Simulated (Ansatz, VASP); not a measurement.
**InSb3 in VASP and in Ansatz**

Contents of INCAR:

```
ALGO = Normal ; EDIFF = 1E-6
ENCUT = 520 ; GGA = PE
ISIF = 2 ; ISMEAR = 0
LASPH = T ; LCHARG = F
LREAL = F ; LWAVE = F
NBANDS = 22 ; NELM = 100
PREC = Accurate ; SIGMA = 0.15
```

KPOINTS

```
k-points
0
Gamma
  8 8 8
```

POSCAR

```
InSb3
1.0
    4.7657240740     -0.1684851945     -0.1684851945
   -0.1684851945      4.7657240740     -0.1684851945
   -0.1684851945     -0.1684851945      4.7657240740
In Sb
1 3
Direct
    0.0000000000      0.0000000000      0.0000000000
    0.5000000000      0.0000000000      0.5000000000
    0.0000000000      0.5000000000      0.5000000000
    0.5000000000      0.5000000000      0.0000000000
```

Input for Ansatz:

```yaml
crystal:
  lattice:
    - [4.765724074, -0.1684851945, -0.1684851945]
    - [-0.1684851945, 4.765724074, -0.1684851945]
    - [-0.1684851945, -0.1684851945, 4.765724074]
  atoms:
    - { symbol: In, position: [0.0, 0.0, 0.0] }
    - { symbol: Sb, position: [0.5, 0.0, 0.5] }
    - { symbol: Sb, position: [0.0, 0.5, 0.5] }
    - { symbol: Sb, position: [0.5, 0.5, 0.0] }
basis:
  ecutwfc: 420
kpoints:
  mp_grid: { grid: [8, 8, 8] }
hamiltonian:
  xc: pbe
  pseudopotentials: { kind: paw, azcp: { folder: soft_1 } }
scf:
  occupations: { method: gaussian, width: 0.15 }
output:
  forces: true
  stress: true
  eigenvalues: true
```

Change from the starting cell: equal engineering shear yz, xz and xy -0.0700, equal normal strain along x, y and z -0.0100.

Alike in both runs: task single point; functional PBE; k mesh 8 × 8 × 8; occupations gaussian, width 0.15 eV; no spin polarisation.

```csv
,VASP,Ansatz
version,VASP 6.6.1,Ansatz 0.2.0
potentials or method,"VASP PAW PBE potentials, release 64 (In_d, Sb), cutoff 520 eV","scalar-relativistic, plane waves, PAW"
valence electrons in the cell,28,58
```

```tsv
	VASP	Ansatz	Ansatz less VASP
gap on the k mesh at the Fermi level (eV)	none	none	-
pressure (GPa)	2.2	2.3	+0.08
traceless stress, the component that is largest in VASP (GPa)	0.85	0.85	-0.001
```

A gap of «none» marks a metal or a gap that the smearing closes. The functional is the same, so the differences come from potentials, cutoffs and numerics. VASP's potentials hold 28 valence electrons a cell and Ansatz's 58, so a difference there can come from the potentials and not from the codes.

Spin-orbit coupling is off throughout.
